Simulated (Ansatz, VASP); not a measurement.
## SiO2: VASP beside Ansatz

```xyz
6
Lattice="4.1667 0.0000 0.0000 0.0000 4.1667 0.0000 0.0000 0.0000 2.6112" Properties=species:S:1:pos:R:3 pbc="T T T"
Si    0.0000    0.0000    0.0000
Si    2.0833    2.0833    1.3056
O     1.2719    1.2719    0.0000
O     0.8114    3.3553    1.3056
O     2.8948    2.8948    0.0000
O     3.3553    0.8114    1.3056
```

Change from the starting cell: z stretched by -2 %, ions relaxed.

Alike in both runs: task relaxation of the atoms; functional PBE; k mesh 7 × 7 × 11; occupations fermi-dirac, width 0.02 eV; no spin polarisation.

```csv
,VASP,Ansatz
version,VASP 6.6.1,Ansatz 0.2.0
potentials or method,"VASP PAW PBE potentials, release 64 (Si, O)","plane-wave PAW, scalar-relativistic"
plane-wave cutoff (eV),520,420
valence electrons in the cell,32,32
```

```tsv
	VASP	Ansatz	Ansatz less VASP
gap on the k mesh at the Fermi level, each at its own relaxed structure (eV)	6.11	6.12	+0.017
```

Ansatz's warnings: stress scf threshold loose.
